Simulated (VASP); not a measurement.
The system is Sn.

```xyz
2
Lattice="-2.9730 2.9730 1.6069 2.9730 -2.9730 1.6069 2.9730 2.9730 -1.6069" Properties=species:S:1:pos:R:3 pbc="T T T"
Sn    0.0000    0.0000    0.0000
Sn    0.0000    2.9730    0.8034
```

- Program: VASP 6.6.1
- Task: relaxation of cell and atoms
- Functional: LDA
- Potentials or basis: VASP PAW LDA potentials, release 64 (Sn_d)
- Cutoff: 600 eV
- k mesh: 16 × 16 × 16
- Occupations: gaussian, width 0.1 eV
- Spin: no spin polarisation

At the start: pressure -4.0 GPa; volume 28.40 Å³/atom.

Where does the relaxation end?

Over 11 steps the energy falls by 29.8 meV/atom and the volume is 26.20 Å³/atom (-7.8 %); space group I4_1/amd (No. 141, to 0.05 Å).

Step by step:
```
step  energy change (eV)  largest force (eV/Å)  pressure (GPa)  volume (Å³)
   1              0.0000                0.0000           -3.99        56.81
   2             -0.0540                0.0000            1.51        51.19
   3             -0.0595                0.0000            0.00        52.40
   4             -0.0595                0.0000            0.13        52.31
   5             -0.0595                0.0000           -0.08        52.46
   6             -0.0595                0.0000            0.00        52.41
   7             -0.0595                0.0000           -0.03        52.42
   8             -0.0595                0.0000           -0.01        52.42
   9             -0.0595                0.0000           -0.03        52.41
  10             -0.0595                0.0000            0.00        52.37
  11             -0.0595                0.0000            0.01        52.39
```

Final structure:
```
Sn
1.0
    -2.89586    2.89586    1.56190
     2.89586   -2.89586    1.56190
     2.89586    2.89586   -1.56190
Sn
2
Cartesian
  0.0000 0.0000 0.0000
  0.0000 2.8959 0.7810
```
